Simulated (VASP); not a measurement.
# BaTiO3 (P4mm) in VASP: a series of runs

BaTiO3 is run at these levels: PBEsol; tasks: electric field gradients.

Everything below comes from runs of VASP 6.6.1. Logs are shortened: lines on timing, memory, paths and dates and some standing lists are left out, and cuts for length are marked.

## Step 1: The cell of the first run

The structure is tetragonal, space group P4mm (No. 99). The conventional cell has a = 4.040 Å, b = 4.040 Å, c = 4.018 Å, α = 90.00°, β = 90.00°, γ = 90.00°. Within 3.7 Å of Ba (site symmetry 4mm) lie 12 O at 2.81 to 2.89 Å and 8 Ti at 3.45 to 3.53 Å. Ti (site symmetry 4mm) has 6 O at 1.87 to 2.15 Å within 2.5 Å. Within 2.5 Å of O (site symmetry 4mm) lie 2 Ti at 1.87 to 2.15 Å. O (site symmetry 2mm) has 2 Ti at 2.02 Å within 2.7 Å.

## Step 2: Electric field gradients, PBEsol (equal xx and yy strain of +1 %)

Contents of INCAR:

```
SYSTEM = BaTiO3
PREC = Accurate
ENCUT = 520
EDIFF = 1E-8
ISMEAR = -1
SIGMA = 0.08
LREAL = .FALSE.
LASPH = .TRUE.
NELM = 60
ALGO = Normal
ISIF = 2
LWAVE = .FALSE.
LCHARG = .FALSE.
GGA = PS
LEFG = .TRUE.
NBANDS = 28
```

Contents of KPOINTS:

```
Automatic mesh
0
G
  7 7 7
  0 0 0
```

Contents of POSCAR:

```
BaTiO3
1.0
    4.0397980000      0.0000000000      0.0000000000
    0.0000000000      4.0397980000      0.0000000000
    0.0000000000      0.0000000000      4.0180000000
Ba Ti O
1 1 3
Direct
    0.0000000000      0.0000000000      0.0000000000
    0.5000000000      0.5000000000      0.4820000000
    0.5000000000      0.5000000000      0.0160000000
    0.5000000000      0.0000000000      0.5150000000
    0.0000000000      0.5000000000      0.5150000000
```

Potentials or basis: VASP PAW PBE potentials, release 64 (Ba_sv, Ti_sv, O).

On the command line:

```
$ cat potpaw_PBE.64/Ba_sv/POTCAR potpaw_PBE.64/Ti_sv/POTCAR potpaw_PBE.64/O/POTCAR > POTCAR
$ mpirun -np 1 vasp_std > vasp.out
```

OUTCAR:

```text
SYSTEM = BaTiO3
   PREC = Accurate
   ENCUT = 520
   EDIFF = 1E-8
   ISMEAR = -1
   LREAL = .FALSE.
   LASPH = .TRUE.
   NELM = 60
   ISIF = 2
   GGA = PS

 ion  position               nearest neighbor table
   1  0.000  0.000  0.000-   4 2.81   5 2.81   5 2.81   4 2.81   3 2.86   3 2.86   3 2.86   3 2.86
                             4 2.89   5 2.89   5 2.89   4 2.89   2 3.45   2 3.45   2 3.45   2 3.45
   2  0.500  0.500  0.482-   3 1.87   4 2.02   5 2.02   4 2.02   5 2.02   3 2.15   1 3.45   1 3.45
                             1 3.45   1 3.45   1 3.53   1 3.53   1 3.53   1 3.53
   3  0.500  0.500  0.016-   2 1.87   2 2.15   1 2.86   1 2.86   1 2.86   1 2.86
   4  0.500  0.000  0.515-   2 2.02   2 2.02   1 2.81   1 2.81   1 2.89   1 2.89
   5  0.000  0.500  0.515-   2 2.02   2 2.02   1 2.81   1 2.81   1 2.89   1 2.89

  LATTYP: Found a simple tetragonal cell.
 ALAT       =     4.0397980000
 C/A-ratio  =     0.9946041857

  Lattice vectors:

 A1 = (   4.0397980000,   0.0000000000,   0.0000000000)
 A2 = (   0.0000000000,   4.0397980000,   0.0000000000)
 A3 = (   0.0000000000,   0.0000000000,   4.0180000000)

Analysis of symmetry for initial positions (statically):
=====================================================================
 Subroutine PRICEL returns:
 Original cell was already a primitive cell.

 Routine SETGRP: Setting up the symmetry group for a
 simple tetragonal supercell.

 Subroutine GETGRP returns: Found  8 space group operations
 (whereof  8 operations were pure point group operations)
 out of a pool of 16 trial point group operations.

The static configuration has the point symmetry C_4v.

Analysis of symmetry for dynamics (positions and initial velocities):
=====================================================================
 Subroutine PRICEL returns:
 Original cell was already a primitive cell.

 Routine SETGRP: Setting up the symmetry group for a
 simple tetragonal supercell.

 Subroutine GETGRP returns: Found  8 space group operations
 (whereof  8 operations were pure point group operations)
 out of a pool of 16 trial point group operations.

The dynamic configuration has the point symmetry C_4v.

 Subroutine INISYM returns: Found  8 space group operations
 (whereof  8 operations are pure point group operations),
 and found     1 'primitive' translations

----------------------------------------------------------------------------------------

                                     Primitive cell

  volume of cell :      65.5736

  direct lattice vectors                    reciprocal lattice vectors
     4.039798000  0.000000000  0.000000000     0.247537129  0.000000000  0.000000000
     0.000000000  4.039798000  0.000000000     0.000000000  0.247537129  0.000000000
     0.000000000  0.000000000  4.018000000     0.000000000  0.000000000  0.248880040

  length of vectors
     4.039798000  4.039798000  4.018000000     0.247537129  0.247537129  0.248880040

  position of ions in fractional coordinates (direct lattice)
     0.000000000  0.000000000  0.000000000
     0.500000000  0.500000000  0.482000000
     0.500000000  0.500000000  0.016000000
     0.500000000  0.000000000  0.515000000
     0.000000000  0.500000000  0.515000000

  ion indices of the primitive-cell ions
   primitive index   ion index
                 1           1
                 2           2
                 3           3
                 4           4
                 5           5

----------------------------------------------------------------------------------------

 KPOINTS: Automatic mesh

Automatic generation of k-mesh.
 Grid dimensions read from file:
 generate k-points for:    7    7    7

 Generating k-lattice:

  Cartesian coordinates                     Fractional coordinates (reciprocal lattice)
[... 51 lines left out ...]
   PREC   = accura    normal or accurate (medium, high low for compatibility)
   ISTART =      0    job   : 0-new  1-cont  2-samecut
   ICHARG =      2    charge: 1-file 2-atom 10-const
   ISPIN  =      1    spin polarized calculation?
   LNONCOLLINEAR =      F non collinear calculations
   LSORBIT =      F    spin-orbit coupling
   LASPH  =      T    aspherical Exc in radial PAW
   ENCUT  =  520.0 eV  38.22 Ry    6.18 a.u.   7.51  7.51  7.47*2*pi/ulx,y,z
   NELM   =     60;   NELMIN=  2; NELMDL= -5     # of ELM steps
   EDIFF  = 0.1E-07   stopping-criterion for ELM
   LREAL  =      F    real-space projection
   EDIFFG = 0.1E-06   stopping-criterion for IOM
   NSW    =      0    number of steps for IOM
   IBRION =     -1    ionic relax: 0-MD 1-quasi-New 2-CG
   NFREE  =      0    steps in history (QN), initial steepest desc. (CG)
   ISIF   =      2    stress and relaxation
   ISYM   =      2    0-nonsym 1-usesym 2-fastsym
   POTIM  = 0.5000    time-step for ionic-motion
   TEBEG  =    0.0;   TEEND  =   0.0 temperature during run
   PSTRESS=    0.0 pullay stress
   NELECT =      40.0000    total number of electrons
   NUPDOWN=      -1.0000    fix difference up-down
   EMIN   =  10.00;   EMAX   =-10.00  energy-range for DOS
   EFERMI =   0.00;   METHOD = LEGACY
   ISMEAR =    -1;   SIGMA  =   0.08  broadening in eV -4-tet -1-fermi 0-gaus
   EFERMI_NEDOS =   21; number of points for ismear=-14 and -15
   IALGO  =     38    algorithm
   IMIX   =      4    mixing-type and parameters
     AMIX     =   0.40;   BMIX     =  1.00
     AMIX_MAG =   1.60;   BMIX_MAG =  1.00
  volume/ion in A,a.u.               =      13.11        88.50
  Fermi-wavevector in a.u.,A,eV,Ry     =   1.388412  2.623719 26.227793  1.927688
  Thomas-Fermi vector in A             =   2.512541
   LORBIT       =      0    0 simple, 1 ext, 2 COOP (PROOUT), +10 PAW based schemes
   GGA     = PS    functional components
   LHFCALC =     F    Hartree Fock is set to
   AEXX    =    0.0000 exact exchange contribution
   IVDW    =     0    specifies the selected vdW correction
   LEPSILON=     F    determine dielectric tensor
   LRPA    =     F    only Hartree local field effects (RPA)
 non-spin polarized calculation
  energy-cutoff  :      520.00
  volume of cell :       65.57
 maximum number of plane-waves:      1791
 NGX is ok and might be reduce to    30
   NGX = 15   NGY = 15   NGZ = 15

 number of electron      39.9999978 magnetization

 Free energy of the ion-electron system (eV)
  ---------------------------------------------------
  ext. energy  EPLUGINS =         0.00000000
  ---------------------------------------------------
  free energy    TOTEN  =       -41.95507460 eV

  energy without entropy =      -41.95507265  energy(sigma->0) =      -41.95507362

 E-fermi :   4.4453     XC(G=0): -11.3942

 val. band max:        3.4588902693   @ k =   0.4286   0.4286   0.4286
 cond. band min:       5.2461860912   @ k =   0.0000   0.0000   0.0000
 fundamental gap:      1.7872958219
 Fermi energy:         4.4453423247

 k-point     1 :       0.0000    0.0000    0.0000
  band No.  band energies     occupation
      1     -52.8380      2.00000
      2     -29.1972      2.00000
      3     -29.1492      2.00000
      4     -29.1492      2.00000
      5     -21.3041      2.00000
      6     -13.2589      2.00000
[... 733 lines left out ...]
     27      11.7774      0.00000
     28      12.1913      0.00000

 [... further k-points ...]

------------------------ aborting loop because EDIFF is reached ----------------------------------------

  FORCE on cell =-STRESS in cart. coord.  units (eV):
  Direction    XX          YY          ZZ          XY          YZ          ZX
  --------------------------------------------------------------------------------------
  -------------------------------------------------------------------------------------
  Total       -2.4590316     -2.4590316     -1.1301367      0.0000000      0.0000000      0.0000000
  in kB      -60.0821489    -60.0821489    -27.6129187      0.0000000      0.0000000      0.0000000
  external PRESSURE =     -49.2590722 kB  Pullay stress =       0.0000000 kB

 VOLUME and BASIS-vectors are now :
 -----------------------------------------------------------------------------
  energy-cutoff  :      520.00
  volume of cell :       65.57
      direct lattice vectors                 reciprocal lattice vectors
     4.039798000  0.000000000  0.000000000     0.247537129  0.000000000  0.000000000
     0.000000000  4.039798000  0.000000000     0.000000000  0.247537129  0.000000000
     0.000000000  0.000000000  4.018000000     0.000000000  0.000000000  0.248880040

 POSITION                                       TOTAL-FORCE (eV/Angst)
 -----------------------------------------------------------------------------------
      0.00000      0.00000      0.00000         0.000000      0.000000     -0.085424
      2.01990      2.01990      1.93668         0.000000     -0.000000      0.023682
      2.01990      2.01990      0.06429         0.000000      0.000000      0.408137
      2.01990      0.00000      2.06927         0.000000      0.000000     -0.173197
      0.00000      2.01990      2.06927        -0.000000      0.000000     -0.173197
 -----------------------------------------------------------------------------------
    total drift:                                0.000000      0.000000     -0.000245

  FREE ENERGIE OF THE ION-ELECTRON SYSTEM (eV)
  ---------------------------------------------------
  free  energy   TOTEN  =       -41.9550746039 eV

  energy  without entropy=      -41.9550726459  energy(sigma->0) =      -41.95507362

 Electric field gradients (V/A^2)
---------------------------------------------------------------------
 ion       V_xx      V_yy      V_zz      V_xy      V_xz      V_yz
---------------------------------------------------------------------
   1       2.929     2.929    -5.857     0.000     0.000    -0.000
   2       5.208     5.208   -10.415    -0.000    -0.000     0.000
   3      -6.484    -6.484    12.968     0.000    -0.000    -0.000
   4     -12.174    28.454   -16.280    -0.000    -0.000     0.000
   5      28.454   -12.174   -16.280     0.000    -0.000     0.000
---------------------------------------------------------------------

 Electric field gradients after diagonalization (V/A^2)
 (convention: |V_zz| > |V_xx| > |V_yy|)
----------------------------------------------------------------------
 ion       V_xx      V_yy      V_zz     asymmetry (V_yy - V_xx)/ V_zz
----------------------------------------------------------------------
   1       2.929     2.929    -5.857       0.000
   2       5.208     5.208   -10.415       0.000
   3      -6.484    -6.484    12.968       0.000
   4     -16.280   -12.174    28.454       0.144
   5     -16.280   -12.174    28.454       0.144
----------------------------------------------------------------------

           NMR quadrupolar parameters

 Cq : quadrupolar parameter    Cq=e*Q*V_zz/h
 eta: asymmetry parameters     (V_yy - V_xx)/ V_zz
 Q  : nuclear electric quadrupole moment in mb (millibarn)
----------------------------------------------------------------------
 ion       Cq(MHz)       eta       Q (mb)
----------------------------------------------------------------------
   1      -0.014       0.000       1.000
   2      -0.025       0.000       1.000
   3       0.031       0.000       1.000
   4       0.069       0.144       1.000
   5       0.069       0.144       1.000
----------------------------------------------------------------------
```

Run time: 37 s. Hardware: 1 thread of AMD EPYC 9R45 (Zen 5), shared host; peak memory 0.19 GiB.

Results:

```yaml
Free_energy: -41.9551 eV
Pressure: -4.9 GPa
Largest_force: 0.408 eV/Å
Band_gap_on_the_k_mesh: 1.79 eV, indirect (least direct gap 2.02 eV)
```

Forces in eV/Å, atoms in the order of the input:
```
Ba   0.000  0.000 -0.085
Ti   0.000  0.000  0.024
O    0.000  0.000  0.408
O    0.000  0.000 -0.173
O    0.000  0.000 -0.173
```

Levels at points of the mesh, in eV from the valence-band top:
```tsv
k point	band 16	band 17	band 18	band 19	band 20	band 21	band 22	band 23	band 24	band 25
(0.00, 0.00, 0.00)	-1.19	-1.00	-0.26	-0.24	-0.24	1.79	2.10	2.10	3.95	4.16
```

Electric field gradients, principal values (V/Å²):
```csv
atom,least,middle,greatest (by size)
1 Ba,2.929,2.929,-5.857
2 Ti,5.208,5.208,-10.415
3 O,-6.484,-6.484,12.968
4 O,-12.174,-16.280,28.454
5 O,-12.174,-16.280,28.454
```

Caveat: the cell differs from its parent crystal (equal xx and yy strain of +1 %); without QUAD_EFG the Cq values of the log hold for a quadrupole moment of 1 mb, not for the nuclei; the PAW data sets were made with another functional, which shifts forces and pressure a little; spin-orbit coupling is left out, which moves the levels of the heavy elements. A k mesh can miss the band edges.

(Continued in part 2 of 2.)
